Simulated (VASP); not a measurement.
Crystal: LiW.

```
Li W
1.0
     2.72683    0.00000    0.00000
    -1.36341    2.36150    0.00000
     0.00000    0.00000    4.33419
Li W
1 1
Direct
  0.33333 0.66667 0.00000
  0.66667 0.33333 0.50000
```

The cell was generated, and may not be a known phase.

| Quantity | Value |
| --- | --- |
| Program | VASP 6.6.1 |
| Task | relaxation of cell and atoms |
| Functional | PBE |
| Potentials or basis | VASP PAW PBE potentials, release 64 (Li_sv, W_sv) |
| Cutoff | 750 eV |
| k mesh | 6 × 6 × 4 |
| Occupations | gaussian, width 0.1 eV |
| Spin | no spin polarisation |

At the start: pressure 9.4 GPa; volume 13.95 Å³/atom.

Task: How do energy, volume and symmetry change on relaxing?

Result: Over 6 steps the energy falls by 183.0 meV/atom and the volume is 15.82 Å³/atom (+13.3 %); space group P-6m2 (No. 187, to 0.1 Å) before and after.

The path:
| step | energy change (eV) | largest force (eV/Å) | pressure (GPa) | volume (Å³) |
| --- | --- | --- | --- | --- |
| 1 | 0.0000 | 0.0000 | 9.44 | 27.91 |
| 2 | -0.3543 | 0.0000 | -0.28 | 31.21 |
| 3 | -0.3628 | 0.0000 | -1.92 | 32.16 |
| 4 | -0.3640 | 0.0000 | -1.53 | 31.91 |
| 5 | -0.3620 | 0.0000 | 2.02 | 31.25 |
| 6 | -0.3661 | 0.0000 | -0.10 | 31.63 |

Final structure:
```cif
data_structure
_symmetry_space_group_name_H-M 'P 1'
_symmetry_Int_Tables_number 1
_cell_length_a 2.7032
_cell_length_b 2.7032
_cell_length_c 4.9988
_cell_angle_alpha 90.000
_cell_angle_beta 90.000
_cell_angle_gamma 120.000
_cell_volume 31.63
loop_
_atom_site_label
_atom_site_type_symbol
_atom_site_fract_x
_atom_site_fract_y
_atom_site_fract_z
_atom_site_occupancy
Li1 Li 0.33333 0.66667 0.00000 1
W1 W 0.66667 0.33333 0.50000 1
```

Caveat: the k points lie up to 0.45 Å⁻¹ apart in the final cell, too coarse for converged energies and pressures of a metal; a cell axis changed by over 15 % at a fixed basis, so the end point is rough.
